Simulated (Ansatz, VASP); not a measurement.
InAs2: VASP beside Ansatz

File INCAR:

```
SYSTEM = InAs2
PREC = Accurate
ENCUT = 600
EDIFF = 1E-6
ISMEAR = 0
SIGMA = 0.1
LREAL = .FALSE.
LASPH = .TRUE.
NELM = 80
ALGO = Normal
ISIF = 3
LWAVE = .FALSE.
LCHARG = .FALSE.
GGA = PE
IBRION = 2
NSW = 90
EDIFFG = -0.04
```

KPOINTS

```
Automatic mesh
0
G
  4 4 4
  0 0 0
```

Contents of POSCAR:

```
InAs2
1.0
    0.0000000000      3.5140095400      3.5140095400
    3.5140095400      0.0000000000      3.5140095400
    3.5140095400      3.5140095400      0.0000000000
In As
1 2
Direct
    0.0000000000      0.0000000000      0.0000000000
    0.2500000000      0.2500000000      0.2500000000
    0.7500000000      0.7500000000      0.7500000000
```

Input for Ansatz:

```yaml
crystal:
  lattice:
    - [0.0, 3.51400954, 3.51400954]
    - [3.51400954, 0.0, 3.51400954]
    - [3.51400954, 3.51400954, 0.0]
  atoms:
    - { symbol: In, position: [0.0, 0.0, 0.0] }
    - { symbol: As, position: [0.25, 0.25, 0.25] }
    - { symbol: As, position: [0.75, 0.75, 0.75] }
basis:
  ecutwfc: 420
kpoints:
  mp_grid: { grid: [4, 4, 4] }
hamiltonian:
  xc: pbe
scf:
  occupations: { method: gaussian, width: 0.1 }
  lower_state_search: "off"
output:
  forces: true
  stress: true
  eigenvalues: true
relax:
  adjacent_minimum: "off"
  f_tol: 0.04
  max_steps: 70
  cell: { stress_tol: 0.4 }
```

Alike in both runs: task relaxation of cell and atoms; functional PBE; k mesh 4 × 4 × 4; occupations gaussian, width 0.1 eV; no spin polarisation.

|  | VASP | Ansatz |
| --- | --- | --- |
| version | VASP 6.6.1 | Ansatz 0.2.0 |
| potentials or method | VASP PAW PBE potentials, release 64 (In_d, As), cutoff 600 eV | scalar-relativistic, plane waves, PAW |
| valence electrons in the cell | 23 | 43 |

|  | VASP | Ansatz | Ansatz less VASP |
| --- | --- | --- | --- |
| gap on the k mesh at the Fermi level, each at its own relaxed structure (eV) | none | none | - |
| relaxed volume (Å³/atom) | 25.24 | 25.31 | +0.077 |
| relaxed cell length with the largest relative difference (Å) | 4.749 | 4.753 | +0.0049 |

A gap of «none» marks a metal or a gap that the smearing closes. VASP's potentials hold 23 valence electrons a cell and Ansatz's 43, so a difference there can come from the potentials and not from the codes.

The k mesh is coarse, so the values compare programs but aren't converged.
